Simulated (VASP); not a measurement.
# TePb (TePb (100), 1 layers) in VASP: single point with PBE

Aim: the single point of TePb (TePb (100), 1 layers) with PBE.

All numbers are computed with VASP 6.6.1; they aren't measurements. Logs are shortened: lines on timing, memory, paths and dates and some standing lists are left out, and cuts for length are marked.

## 1. The cell of the first run

The cell holds a slab with vacuum, 2 atoms: a = 4.644 Å, b = 4.644 Å, c = 16.000 Å, α = 90.00°, β = 90.00°, γ = 90.00°.

## 2. Single point, PBE

File INCAR:

```
SYSTEM = TePb
PREC = Accurate
ENCUT = 520
EDIFF = 1E-6
ISMEAR = -1
SIGMA = 0.02
LREAL = .FALSE.
LASPH = .TRUE.
NELM = 80
ALGO = Normal
ISIF = 2
LWAVE = .FALSE.
LCHARG = .FALSE.
LDIPOL = .TRUE.
IDIPOL = 3
DIPOL = 0.5 0.5 0.500
GGA = PE
NBANDS = 17
```

File KPOINTS:

```
Automatic mesh
0
G
  6 6 1
  0 0 0
```

File POSCAR:

```
TePb
1.0
    4.6436706266      0.0000000000      0.0000000000
    0.0000000000      4.6436706266      0.0000000000
    0.0000000000      0.0000000000     16.0000000000
Pb Te
1 1
Direct
    0.2500000000      0.2500000000      0.5000000000
    0.7500000000      0.7500000000      0.5000000000
```

Potentials or basis: VASP PAW PBE potentials, release 64 (Pb_d, Te).

The run is started by

```bash
> cat potpaw_PBE.64/Pb_d/POTCAR potpaw_PBE.64/Te/POTCAR > POTCAR
> mpirun -np 1 vasp_std > vasp.out
```

OUTCAR:

```text
SYSTEM = TePb
   PREC = Accurate
   ENCUT = 520
   EDIFF = 1E-6
   ISMEAR = -1
   LREAL = .FALSE.
   LASPH = .TRUE.
   NELM = 80
   ISIF = 2
   GGA = PE

 ion  position               nearest neighbor table
   1  0.250  0.250  0.500-   2 3.28   2 3.28   2 3.28   2 3.28
   2  0.750  0.750  0.500-   1 3.28   1 3.28   1 3.28   1 3.28

  LATTYP: Found a simple tetragonal cell.
 ALAT       =     4.6436706266
 C/A-ratio  =     3.4455501448

  Lattice vectors:

 A1 = (   4.6436706266,   0.0000000000,   0.0000000000)
 A2 = (   0.0000000000,   4.6436706266,   0.0000000000)
 A3 = (   0.0000000000,   0.0000000000,  16.0000000000)

Analysis of symmetry for initial positions (statically):
=====================================================================
 Subroutine PRICEL returns:
 Original cell was already a primitive cell.

 Routine SETGRP: Setting up the symmetry group for a
 simple tetragonal supercell.

 Subroutine GETGRP returns: Found 16 space group operations
 (whereof  4 operations were pure point group operations)
 out of a pool of 16 trial point group operations.

The static configuration has the point symmetry C_2v.
 The point group associated with its full space group is D_4h.

Analysis of symmetry for dynamics (positions and initial velocities):
=====================================================================
 Subroutine PRICEL returns:
 Original cell was already a primitive cell.

 Routine SETGRP: Setting up the symmetry group for a
 simple tetragonal supercell.

 Subroutine GETGRP returns: Found 16 space group operations
 (whereof  4 operations were pure point group operations)
 out of a pool of 16 trial point group operations.

The dynamic configuration has the point symmetry C_2v.
 The point group associated with its full space group is D_4h.

 Subroutine INISYM returns: Found 16 space group operations
 (whereof  4 operations are pure point group operations),
 and found     1 'primitive' translations

----------------------------------------------------------------------------------------

                                     Primitive cell

  volume of cell :     345.0188

  direct lattice vectors                    reciprocal lattice vectors
     4.643670627  0.000000000  0.000000000     0.215346884  0.000000000  0.000000000
     0.000000000  4.643670627  0.000000000     0.000000000  0.215346884  0.000000000
     0.000000000  0.000000000 16.000000000     0.000000000  0.000000000  0.062500000

  length of vectors
[... 72 lines left out ...]
   NFREE  =      0    steps in history (QN), initial steepest desc. (CG)
   ISIF   =      2    stress and relaxation
   ISYM   =      2    0-nonsym 1-usesym 2-fastsym
   POTIM  = 0.5000    time-step for ionic-motion
   TEBEG  =    0.0;   TEEND  =   0.0 temperature during run
   PSTRESS=    0.0 pullay stress
   NELECT =      20.0000    total number of electrons
   NUPDOWN=      -1.0000    fix difference up-down
   EMIN   =  10.00;   EMAX   =-10.00  energy-range for DOS
   EFERMI =   0.00;   METHOD = LEGACY
   ISMEAR =    -1;   SIGMA  =   0.02  broadening in eV -4-tet -1-fermi 0-gaus
   EFERMI_NEDOS =   21; number of points for ismear=-14 and -15
   IALGO  =     38    algorithm
   IMIX   =      4    mixing-type and parameters
     AMIX     =   0.40;   BMIX     =  1.00
     AMIX_MAG =   1.60;   BMIX_MAG =  1.00
  volume/ion in A,a.u.               =     172.51      1164.15
  Fermi-wavevector in a.u.,A,eV,Ry     =   0.633584  1.197299  5.461761  0.401428
  Thomas-Fermi vector in A             =   1.697289
   LORBIT       =      0    0 simple, 1 ext, 2 COOP (PROOUT), +10 PAW based schemes
   GGA     = PE    functional components
   LHFCALC =     F    Hartree Fock is set to
   AEXX    =    0.0000 exact exchange contribution
   IVDW    =     0    specifies the selected vdW correction
   LEPSILON=     F    determine dielectric tensor
   LRPA    =     F    only Hartree local field effects (RPA)
 non-spin polarized calculation
  energy-cutoff  :      520.00
  volume of cell :      345.02
 maximum number of plane-waves:      9347
 NGX is ok and might be reduce to    36
   NGX = 17   NGY = 17   NGZ = 59

 dipolmoment           0.000000      0.000000     -0.000000 electrons x Angstroem

 number of electron      19.9999999 magnetization

 dipolmoment           0.000000      0.000000      0.000000 electrons x Angstroem

 Free energy of the ion-electron system (eV)
  ---------------------------------------------------
  ext. energy  EPLUGINS =         0.00000000
  ---------------------------------------------------
  free energy    TOTEN  =        -6.60276291 eV

  energy without entropy =       -6.60276265  energy(sigma->0) =       -6.60276278

 E-fermi :  -2.2693     XC(G=0):  -2.6482

 val. band max:       -2.5162562693   @ k =   0.5000   0.0000   0.0000
 cond. band min:      -2.0222214770   @ k =   0.5000   0.0000   0.0000
 fundamental gap:      0.4940347923
 Fermi energy:        -2.2692817443

 k-point     1 :       0.0000    0.0000    0.0000
  band No.  band energies     occupation
      1     -19.7984      2.00000
      2     -19.7196      2.00000
      3     -19.7196      2.00000
      4     -19.5657      2.00000
      5     -19.5604      2.00000
      6     -13.2115      2.00000
[... 177 lines left out ...]
      4     -19.5926      2.00000
      5     -19.5421      2.00000
      6     -12.0273      2.00000
[... 9 lines left out ...]
     16       4.1641      0.00000
     17       4.3840      0.00000

------------------------ aborting loop because EDIFF is reached ----------------------------------------

 vacuum level on the upper side and lower side of the slab       (xc-potential included)        -0.076        -0.076

  FORCE on cell =-STRESS in cart. coord.  units (eV):
  Direction    XX          YY          ZZ          XY          YZ          ZX
  --------------------------------------------------------------------------------------
  -------------------------------------------------------------------------------------
  Total       -2.0331207     -2.0331207     -0.0167397      0.0000000      0.0000000      0.0000000
  in kB       -9.4412813     -9.4412813     -0.0777349      0.0000000      0.0000000      0.0000000
  external PRESSURE =      -6.3200992 kB  Pullay stress =       0.0000000 kB

 VOLUME and BASIS-vectors are now :
 -----------------------------------------------------------------------------
  energy-cutoff  :      520.00
  volume of cell :      345.02
      direct lattice vectors                 reciprocal lattice vectors
     4.643670627  0.000000000  0.000000000     0.215346884  0.000000000  0.000000000
     0.000000000  4.643670627  0.000000000     0.000000000  0.215346884  0.000000000
     0.000000000  0.000000000 16.000000000     0.000000000  0.000000000  0.062500000

 POSITION                                       TOTAL-FORCE (eV/Angst)
 -----------------------------------------------------------------------------------
      1.16092      1.16092      8.00000        -0.000000     -0.000000      0.000000
      3.48275      3.48275      8.00000         0.000000      0.000000      0.000000
 -----------------------------------------------------------------------------------
    total drift:                                0.000000     -0.000000      0.000000

  FREE ENERGIE OF THE ION-ELECTRON SYSTEM (eV)
  ---------------------------------------------------
  free  energy   TOTEN  =        -6.6027629058 eV

  energy  without entropy=       -6.6027626482  energy(sigma->0) =       -6.60276278

 vacuum level on the upper side and lower side of the slab         1.926         1.926
```

OSZICAR:

```text
N       E                     dE             d eps       ncg     rms          rms(c)
DAV:   1     0.156916942279E+03    0.15692E+03   -0.71588E+03   356   0.832E+02
DAV:   2     0.786874309312E+01   -0.14905E+03   -0.14607E+03   425   0.229E+02
DAV:   3    -0.662073516546E+01   -0.14489E+02   -0.14452E+02   438   0.866E+01
[... 13 lines left out ...]
DAV:  17    -0.660272712823E+01   -0.44213E-04   -0.34325E-06   323   0.870E-03    0.791E-03
DAV:  18    -0.660275904178E+01   -0.31914E-04   -0.41659E-06   295   0.705E-03    0.155E-03
DAV:  19    -0.660276028052E+01   -0.12387E-05   -0.79695E-08   310   0.206E-03    0.781E-04
DAV:  20    -0.660276275782E+01   -0.24773E-05   -0.20118E-07   279   0.199E-03    0.576E-04
DAV:  21    -0.660276290576E+01   -0.14794E-06   -0.13812E-08   274   0.926E-04
   1 F= -.66027629E+01 E0= -.66027628E+01  d E =-.257527E-06
```

stdout:

```text
POSCAR found type information on POSCAR PbTe
 POSCAR found :  2 types and       2 ions
 scaLAPACK will be used
 LDA part: xc-table for (Slater+PW92), standard interpolation
 POSCAR, INCAR and KPOINTS ok, starting setup
 FFT: planning ... GRIDC
 FFT: planning ... GRID_SOFT
 FFT: planning ... GRID
 WAVECAR not read
 entering main loop
```

Run time: 44 s. Hardware: 1 thread of AMD EPYC 9R45 (Zen 5), shared host; peak memory 0.39 GiB.

Results:

```yaml
Free_energy: -6.6028 eV
Band_gap_on_the_k_mesh: 0.49 eV, direct
```

Levels at points of the mesh, in eV from the valence-band top:
| k point | band 7 | band 8 | band 9 | band 10 | band 11 | band 12 | band 13 | band 14 |
| --- | --- | --- | --- | --- | --- | --- | --- | --- |
| (0.00, 0.00, 0.00) | -6.70 | -1.74 | -1.71 | -1.71 | 2.10 | 3.50 | 4.54 | 4.56 |
| (0.50, 0.00, 0.00) | -8.38 | -0.77 | -0.44 | 0.00 | 0.49 | 1.13 | 1.43 | 5.22 |
| (0.50, 0.50, 0.00) | -7.88 | -3.26 | -3.26 | -0.50 | 1.08 | 4.94 | 4.94 | 5.80 |

Caveat: spin-orbit coupling is left out, which moves the levels of the heavy elements.
